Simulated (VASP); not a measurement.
**Hg: single point with LDA**

The system is Hg.

```
Hg
1.0
     3.12194    0.00000    0.00000
    -1.56097    2.70368    0.00000
     0.00000    0.00000   10.50853
Hg
4
Direct
  0.00000 0.00000 0.00000
  0.00000 0.00000 0.50000
  0.33333 0.66667 0.25000
  0.66667 0.33333 0.75000
```

```
Program                : VASP 6.6.1
Task                   : single point
Functional             : LDA
Potentials or basis    : VASP PAW LDA potentials, release 64 (Hg)
Cutoff                 : 520 eV
k mesh                 : 13 × 13 × 4
Occupations            : fermi-dirac, width 0.1 eV
Spin                   : no spin polarisation
Dipole correction      : no
Further INCAR settings : ALGO = Normal; EDIFF = 1e-06; NBANDS = 32
```

| Quantity | Value |
| --- | --- |
| Pressure | 0.5 GPa |
| Band gap on the k mesh | zero (band 24 reaches 3.23 eV, above the bottom of band 25 at 1.23 eV) |

Stress tensor (GPa, compression positive):
```
0.61 0.00 0.00
0.00 0.61 0.00
0.00 0.00 0.14
```

Levels at points of the mesh, in eV from the Fermi level:
```
           k point  band 21  band 22  band 23  band 24  band 25  band 26  band 27  band 28
(0.00, 0.00, 0.00)    -6.13    -5.86    -5.86    -2.02    -1.75     6.35     6.35    13.34
(0.00, 0.00, 0.50)    -5.96    -5.96    -4.91    -4.91     1.94     1.94    10.99    10.99
```

Run time: 90 s on 1 thread of Intel Xeon 6975P-C (shared host), peak memory 0.26 GiB.

Caveat: spin-orbit coupling is left out, which moves the levels of the heavy elements.
